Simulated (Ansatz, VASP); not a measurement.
One calculation of BN, two programs

File INCAR:

```
SYSTEM = BN
  ALGO = Normal
  EDIFF = 1E-6
  ENCUT = 520
  GGA = PE
  ISIF = 2
  ISMEAR = 0
  LASPH = .True.
  LCHARG = .False.
  LREAL = .False.
  LWAVE = .False.
  NBANDS = 16
  NELM = 80
  PREC = Accurate
  SIGMA = 0.05
```

The input KPOINTS:

```
k-points
0
Gamma
  12 12 6
  0 0 0
```

The input POSCAR:

```
BN
1.0
    2.5539396017      0.0000000000      0.0000000000
   -1.2769698009      2.2117765748      0.0000000000
    0.0000000000      0.0000000000      4.2268550000
B N
2 2
Direct
    0.6508378451      0.3016756901      0.9997240000
    0.3491621549      0.6983243099      0.4997240000
    0.6836213629      0.3672427258      0.6252760000
    0.3163786371      0.6327572742      0.1252760000
```

Input for Ansatz:

```yaml
crystal:
  lattice:
    - [2.5539396017, 0.0, 0.0]
    - [-1.2769698009, 2.2117765748, 0.0]
    - [0.0, 0.0, 4.226855]
  atoms:
    - { symbol: B, position: [0.6508378451, 0.3016756901, 0.999724] }
    - { symbol: B, position: [0.3491621549, 0.6983243099, 0.499724] }
    - { symbol: "N", position: [0.6836213629, 0.3672427258, 0.625276] }
    - { symbol: "N", position: [0.3163786371, 0.6327572742, 0.125276] }
basis:
  ecutwfc: 420
kpoints:
  mp_grid: { grid: [12, 12, 6] }
hamiltonian:
  xc: pbe
scf:
  occupations: { method: gaussian, width: 0.05 }
output:
  forces: true
  stress: true
  eigenvalues: true
```

Change from the starting cell: mode 4 (471.6 1/cm) frozen in, largest displacement -0.075 Å.

Alike in both runs: task single point; functional PBE; k mesh 12 × 12 × 6; occupations gaussian, width 0.05 eV; no spin polarisation.

```csv
,VASP,Ansatz
version,VASP 6.6.1,Ansatz 0.2.0
potentials or method,"VASP PAW PBE potentials, release 64 (B, N), cutoff 520 eV","scalar-relativistic, plane waves, PAW"
valence electrons in the cell,16,16
```

|  | VASP | Ansatz | Ansatz less VASP |
| --- | --- | --- | --- |
| gap on the k mesh at the Fermi level (eV) | 5.02 | 5.04 | +0.016 |
| least direct gap on the mesh (eV) | 8.04 | 8.06 | +0.013 |
| pressure (GPa) | 0.0 | -0.2 | -0.23 |
| traceless stress, the component that is largest in VASP (GPa) | -3.43 | -3.45 | -0.027 |
| rms of the force components (eV/Å) | 0.430 | 0.430 | +0.0002 |

Atom by atom the forces differ by 0.002 eV/Å (rms over components). The functional is the same, so the differences come from potentials, cutoffs and numerics.
